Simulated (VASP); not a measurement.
Wanted: the native input for a VASP 6.6.1 run.

| Quantity | Value |
| --- | --- |
| Task | single point |
| Functional | PBE |
| Potentials or basis | VASP PAW PBE potentials, release 64 (Ta_sv_GW, N) |
| Cutoff | 600 eV |
| k mesh | 18 × 18 × 18 |
| Occupations | gaussian, width 0.15 eV |
| Spin | no spin polarisation |
| Dipole correction | no |
| Second run | valence_matched |
| Further INCAR settings | ALGO = Normal; EDIFF = 1e-06; NBANDS = 16 |

The structure of TaN lies in POSCAR:

```
TaN
1.0
    0.0000000000      2.1790000000      2.1790000000
    2.1790000000      0.0000000000      2.1790000000
    2.1790000000      2.1790000000      0.0000000000
Ta N
1 1
Direct
    0.5000000000      0.5000000000      0.5000000000
    0.0000000000      0.0000000000      0.0000000000
```

These files were run (other wordings do the same):

INCAR

```
ALGO = Normal
EDIFF = 1E-6
ENCUT = 600
GGA = PE
GGA_COMPAT = F
ISIF = 2
ISMEAR = 0
LASPH = T
LCHARG = T
LELF = T
LREAL = F
LVHAR = T
LWAVE = F
NBANDS = 16
NELM = 120
PREC = Accurate
SIGMA = 0.15
```

KPOINTS

```
k-points
0
Gamma
  18 18 18
```

Potentials or basis: VASP PAW PBE potentials, release 64 (Ta_sv_GW, N).

Run with:

```bash
$ cat potpaw_PBE.64/Ta_sv_GW/POTCAR potpaw_PBE.64/N/POTCAR > POTCAR
$ mpirun -np 1 vasp_std > vasp.out
```

It gave:

- Pressure: 14.6 GPa
- Band gap on the k mesh: zero (band 9 reaches 16.24 eV, above the bottom of band 10 at 12.07 eV)

Caveat: spin-orbit coupling is left out, which moves the levels of the heavy elements.

It took 110 s on 1 thread of AMD EPYC 7R43 64-Core Processor (Zen 3), with other jobs on the host, peak memory 0.2 GiB.
